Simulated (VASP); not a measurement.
Input of a VASP 6.6.1 run:

Contents of INCAR:

```
  ALGO = Normal
  EDIFF = 1E-6
  ENCUT = 520
  GGA = PS
  ISIF = 2
  ISMEAR = 0
  LASPH = T
  LCHARG = T
  LELF = T
  LREAL = F
  LVHAR = T
  LWAVE = F
  NBANDS = 16
  NELM = 80
  PREC = Accurate
  SIGMA = 0.05
```

Contents of KPOINTS:

```
k-points
0
Gamma
  12 12 4
```

The input POSCAR:

```
BN
1.0
    2.5665914969      0.0000000000      0.0000000000
   -1.2832957485      2.2227334374      0.0000000000
    0.0000000000      0.0000000000      6.6612000000
B N
2 2
Direct
    0.3333333333      0.6666666667      0.2500000000
    0.6666666667      0.3333333333      0.7500000000
    0.3333333333      0.6666666667      0.7500000000
    0.6666666667      0.3333333333      0.2500000000
```

Potentials or basis: VASP PAW PBE potentials, release 64 (B, N).

The run is started by

```console
$ cat potpaw_PBE.64/B/POTCAR potpaw_PBE.64/N/POTCAR > POTCAR
$ mpirun -np 1 vasp_std > vasp.out
```

(1) What does it give for the band gap on the k mesh?

(2) Predict the pressure.

## Answers

(1) 4.04 eV, indirect (least direct gap 4.40 eV).

(2) -15.3 GPa.

Caveat: the cell differs from its parent crystal (strain +0.025 along x and y, +0.000 along z); the PAW data sets were made with another functional, which shifts forces and pressure a little; this functional lacks dispersion, which binds the layers, so the pressure and a relaxed spacing across them are unreliable.
